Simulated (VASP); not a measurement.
# NaCdIn: single point with PBE

The system is NaCdIn.

```
Na Cd In
1.0
     5.17208    0.00000    0.00000
    -2.58604    4.47915    0.00000
     0.00000    0.00000    3.46207
Na Cd In
1 1 1
Direct
  0.00000 0.00000 0.00000
  0.66667 0.33333 0.50000
  0.33333 0.66667 0.50000
```

```json
{
  "Program": "VASP 6.6.1",
  "Task": "single point",
  "Functional": "PBE",
  "Potentials or basis": "VASP PAW PBE potentials, release 64 (Na_pv, Cd, In_d)",
  "Cutoff": "520 eV",
  "k mesh": "12 × 12 × 14",
  "Occupations": "gaussian, width 0.1 eV",
  "Spin": "no spin polarisation",
  "Dipole correction": "no",
  "Further INCAR settings": "ALGO = Fast; EDIFF = 1e-06; NBANDS = 23"
}
```

- Pressure: -0.6 GPa
- Band gap on the k mesh: zero (bands 16 and 17 overlap by 2.91 eV)

Levels at points of the mesh, in eV from the Fermi level:
```csv
k point,band 13,band 14,band 15,band 16,band 17,band 18,band 19,band 20
"(0.00, 0.00, 0.00)",-8.57,-7.53,-0.37,0.16,0.16,2.35,2.35,3.60
"(0.50, 0.00, 0.00)",-8.57,-6.16,-4.71,-1.19,0.17,6.28,6.43,6.80
"(0.00, 0.00, 0.50)",-8.61,-4.99,-2.70,2.18,2.18,2.50,3.02,4.48
"(0.50, 0.00, 0.50)",-8.52,-3.91,-2.28,-1.35,0.15,0.70,2.65,4.22
```

Wall time 4.3 min on 1 thread of Oxide Virtual Turin-like Processor, with other jobs on the host, peak memory 0.39 GiB.

Caveat: spin-orbit coupling is left out, which moves the levels of the heavy elements.
